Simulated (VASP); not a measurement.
# LiTaBe2N3 in VASP: a series of runs, part 2 of 2

VASP 6.6.1.

**3. Single point, PBE**

INCAR reads:

```
SYSTEM = LiTaBe2N3
ALGO = Normal
EDIFF = 1E-6
ENCUT = 520
GGA = PE
ISIF = 2
ISMEAR = 0
LASPH = .TRUE.
LCHARG = .FALSE.
LREAL = .FALSE.
LWAVE = .FALSE.
NBANDS = 26
NELM = 80
PREC = Accurate
SIGMA = 0.2
```

KPOINTS reads:

```
k-points
0
G
  8 6 8
  0 0 0
```

POSCAR reads:

```
LiTaBe2N3
1.0
    0.0002019093      2.8929972761     -0.0007299588
   -0.0855669341     -0.0010897284      4.2802394939
    5.7506446488     -1.4461697176      0.0024514055
Li Ta Be N
1 1 2 3
Direct
    0.3396439181      0.2751231529      0.6799308006
    0.7215925259      0.7515686545      0.4429800857
    0.4920691938      0.8123103903      0.9842358715
    0.1359094152      0.1957698764      0.2714020335
    0.0688301082      0.8479216427      0.1378295090
    0.7026432256      0.2772048915      0.4048110183
    0.3518115734      0.7776013718      0.7038106017
```

Potentials or basis: VASP PAW PBE potentials, release 64 (Li_sv, Ta_pv, Be, N).

Launch:

```sh
cat potpaw_PBE.64/Li_sv/POTCAR potpaw_PBE.64/Ta_pv/POTCAR potpaw_PBE.64/Be/POTCAR potpaw_PBE.64/N/POTCAR > POTCAR
mpirun -np 1 vasp_std > vasp.out
```

OUTCAR:

```text
SYSTEM = LiTaBe2N3
   EDIFF = 1E-6
   ENCUT = 520
   GGA = PE
   ISIF = 2
   ISMEAR = 0
   LASPH = .TRUE.
   LREAL = .FALSE.
   NELM = 80
   PREC = Accurate

 ion  position               nearest neighbor table
   1  0.340  0.275  0.680-   7 2.14   6 2.14   6 2.14   7 2.15   4 2.37   2 2.87   2 2.87   2 2.97
                             2 2.98
   2  0.722  0.752  0.443-   6 2.04   7 2.08   7 2.09   6 2.27   5 2.32   5 2.32   4 2.60   4 2.60
                             3 2.66   1 2.87   1 2.87   4 2.94   4 2.94   1 2.97   1 2.98
   3  0.492  0.812  0.984-   7 1.62   5 1.70   5 1.70   2 2.66
   4  0.136  0.196  0.271-   5 1.66   6 1.67   6 1.67   1 2.37   2 2.60   2 2.60   2 2.94   2 2.94

   5  0.069  0.848  0.138-   4 1.66   3 1.70   3 1.70   2 2.32   2 2.32
   6  0.703  0.277  0.405-   4 1.67   4 1.67   2 2.04   1 2.14   1 2.14   2 2.27
   7  0.352  0.778  0.704-   3 1.62   2 2.08   2 2.09   1 2.14   1 2.15

  LATTYP: Found a triclinic cell.
 ALAT       =     9.2395608624
 B/A-ratio  =     0.3131098348
 C/A-ratio  =     1.3196970298
 COS(alpha) =     0.0000587351
 COS(beta)  =     0.5828431874
 COS(gamma) =     0.7826956057

  Lattice vectors:

[... 193 lines left out ...]
 fundamental gap:      0.0174470380
 Fermi energy:         5.6410179860

 k-point     1 :       0.0000    0.0000    0.0000
  band No.  band energies     occupation
      1     -40.9676      2.00000
      2     -30.1886      2.00000
      3     -29.9238      2.00000
      4     -29.5046      2.00000
      5     -11.4613      2.00000
      6      -9.9980      2.00000
[... 685 lines left out ...]
     25      12.7955      0.00000
     26      13.9030      0.00000

 [... further k-points ...]

------------------------ aborting loop because EDIFF is reached ----------------------------------------

  FORCE on cell =-STRESS in cart. coord.  units (eV):
  Direction    XX          YY          ZZ          XY          YZ          ZX
  --------------------------------------------------------------------------------------
  -------------------------------------------------------------------------------------
  Total        0.2130172      0.1540074      0.1432809      0.0012444      0.0179638      0.0248293
  in kB        4.7927184      3.4650449      3.2237074      0.0279984      0.4041709      0.5586385
  external PRESSURE =       3.8271569 kB  Pullay stress =       0.0000000 kB

 VOLUME and BASIS-vectors are now :
 -----------------------------------------------------------------------------
  energy-cutoff  :      520.00
  volume of cell :       71.21
      direct lattice vectors                 reciprocal lattice vectors
     0.000201909  2.892997276 -0.000729959     0.086924815  0.345656662  0.001825730
    -0.085566934 -0.001089728  4.280239494    -0.000084767  0.000058955  0.233630107
     5.750644649 -1.446169718  0.002451405     0.173889234 -0.000011259  0.003476244

 POSITION                                       TOTAL-FORCE (eV/Angst)
 -----------------------------------------------------------------------------------
      3.88657     -0.00101      1.17901         0.004165      0.001205      0.003352
      2.48326      1.44612      3.21745        -0.005023     -0.003919      0.009317
      5.59058     -0.00070      3.47894        -0.011077     -0.000704     -0.013896
      1.54401      0.00048      0.83851        -0.011057      0.000995      0.017361
      0.72007     -0.00112      3.62960        -0.025061      0.003266      0.007393
      2.30435      1.44702      1.18698         0.011521     -0.003977     -0.022336
      3.98090     -0.00089      3.32979         0.036531      0.003134     -0.001190
 -----------------------------------------------------------------------------------
    total drift:                                0.000114     -0.000116     -0.000665

  FREE ENERGIE OF THE ION-ELECTRON SYSTEM (eV)
  ---------------------------------------------------
  free  energy   TOTEN  =       -52.1429204846 eV

  energy  without entropy=      -52.1106042426  energy(sigma->0) =      -52.12676236
```

It took 2.3 min on 1 thread of Intel Xeon 6975P-C (Granite Rapids), shared host; peak memory 0.45 GiB.

What came out:

```
Free energy            : -52.1429 eV
Largest force          : 0.037 eV/Å
Band gap on the k mesh : zero (an odd number of electrons rules out a gap without spin polarisation)
```

Forces in eV/Å, atoms in the order of the input:
```
Li   0.004  0.001  0.003
Ta  -0.005 -0.004  0.009
Be  -0.011 -0.001 -0.014
Be  -0.011  0.001  0.017
N   -0.025  0.003  0.007
N    0.012 -0.004 -0.022
N    0.037  0.003 -0.001
```

Caveat: the cutoff is under 1.25 times the usual one of these potentials, so pressure, stress and relaxed cells hold a basis-set (Pulay) error; spin-orbit coupling is left out, which moves the levels of the heavy elements.

**4. Single point, PBE**

This run uses another cell than the first one, of the same volume but with other edges.

INCAR reads:

```
SYSTEM = LiTaBe2N3
  ALGO = Normal
  EDIFF = 1E-6
  ENCUT = 520
  GGA = PE
  ISIF = 2
  ISMEAR = 0
  LASPH = .TRUE.
  LCHARG = .TRUE.
  LELF = .TRUE.
  LREAL = .FALSE.
  LVHAR = .TRUE.
  LWAVE = .FALSE.
  NBANDS = 26
  NELM = 80
  PREC = Accurate
  SIGMA = 0.1
```

KPOINTS reads:

```
k-points
0
G
  12 12 8
  0 0 0
```

POSCAR reads:

```
LiTaBe2N3
1.0
    5.7570341782     -1.4456339942      0.0077200436
    5.7570341782      1.4456339942      0.0077200436
   -0.0813305160      0.0000000000      4.2788030516
Li Ta Be N
1 1 2 3
Direct
    0.3400016501      0.3400016501      0.2746213181
    0.7215312084      0.7215312084      0.7517292715
    0.4921414935      0.4921414935      0.8119517014
    0.1355132723      0.1355132723      0.1962335004
    0.0689121358      0.0689121358      0.8485071847
    0.7023796260      0.7023796260      0.2774303148
    0.3520205739      0.3520205739      0.7770266890
```

Launch:

```sh
cat potpaw_PBE.64/Li_sv/POTCAR potpaw_PBE.64/Ta_pv/POTCAR potpaw_PBE.64/Be/POTCAR potpaw_PBE.64/N/POTCAR > POTCAR
mpirun -np 1 vasp_std > vasp.out
```

Wall time 7.6 min (1 thread of Intel Xeon 6975P-C (Granite Rapids), shared host); peak memory 0.69 GiB.

The run converged. Its results:

| Property | Result |
| --- | --- |
| Free energy | -52.1297 eV |
| Largest force | 0.041 eV/Å |
| Band gap on the k mesh | zero (an odd number of electrons rules out a gap without spin polarisation) |

Forces in eV/Å, atoms in the order of the input:
```
Li   0.002  0.000  0.004
Ta  -0.003  0.000  0.010
Be  -0.014  0.000 -0.009
Be  -0.004  0.000  0.014
N   -0.025  0.000  0.001
N    0.003  0.000 -0.015
N    0.041  0.000 -0.004
```

Levels at points of the mesh, in eV from the Fermi level:
| k point | band 14 | band 15 | band 16 | band 17 | band 18 | band 19 | band 20 | band 21 |
| --- | --- | --- | --- | --- | --- | --- | --- | --- |
| (0.00, 0.00, 0.00) | -3.47 | -2.45 | -1.82 | -1.18 | 0.49 | 1.75 | 2.28 | 3.64 |
| (0.50, 0.00, 0.00) | -3.61 | -3.51 | -3.16 | -0.28 | 0.52 | 3.02 | 3.88 | 4.47 |
| (0.50, 0.50, 0.00) | -3.35 | -2.74 | -2.54 | -0.37 | 1.44 | 1.73 | 1.88 | 3.87 |
| (0.00, 0.00, 0.50) | -2.86 | -2.11 | -1.78 | -1.07 | 1.84 | 2.71 | 3.27 | 3.90 |
| (0.50, 0.00, 0.50) | -3.96 | -3.69 | -3.07 | 1.11 | 1.90 | 2.67 | 3.47 | 4.51 |
| (0.50, 0.50, 0.50) | -3.60 | -2.91 | -2.51 | -0.29 | 1.26 | 3.17 | 3.28 | 4.62 |

Caveat: the cutoff is under 1.25 times the usual one of these potentials, so pressure, stress and relaxed cells hold a basis-set (Pulay) error; spin-orbit coupling is left out, which moves the levels of the heavy elements.

**5. Summary**

| cell | k mesh | smearing | gap on the mesh (eV) | largest force (eV/Å) |
| --- | --- | --- | --- | --- |
| a = 2.891, b = 4.280, c = 5.936 Å, angles 91.0, 104.1, 90.0°, 7 atoms, atomic positions A | 8 × 6 × 8 | gaussian 0.2 eV | none | 0.03 |
| a = 2.893, b = 4.281, c = 5.930 Å, angles 91.1, 104.1, 90.0°, 7 atoms, atomic positions B | 8 × 6 × 8 | gaussian 0.2 eV | none | 0.04 |
| a = 5.936, b = 5.936, c = 4.280 Å, angles 91.0, 91.0, 28.2°, 7 atoms, atomic positions A | 12 × 12 × 8 | gaussian 0.1 eV | none | 0.04 |

Alike in all rows: task single point; level PBE; potentials or basis VASP PAW PBE potentials, release 64 (Li_sv, Ta_pv, Be, N); no spin polarisation; cutoff (eV) 520.

Caveats: the cutoff is under 1.25 times the usual one of these potentials, so pressure, stress and relaxed cells hold a basis-set (Pulay) error; spin-orbit coupling is left out, which moves the levels of the heavy elements.

Total energies depend on the potentials used, so only differences within one code and one set of settings carry meaning.
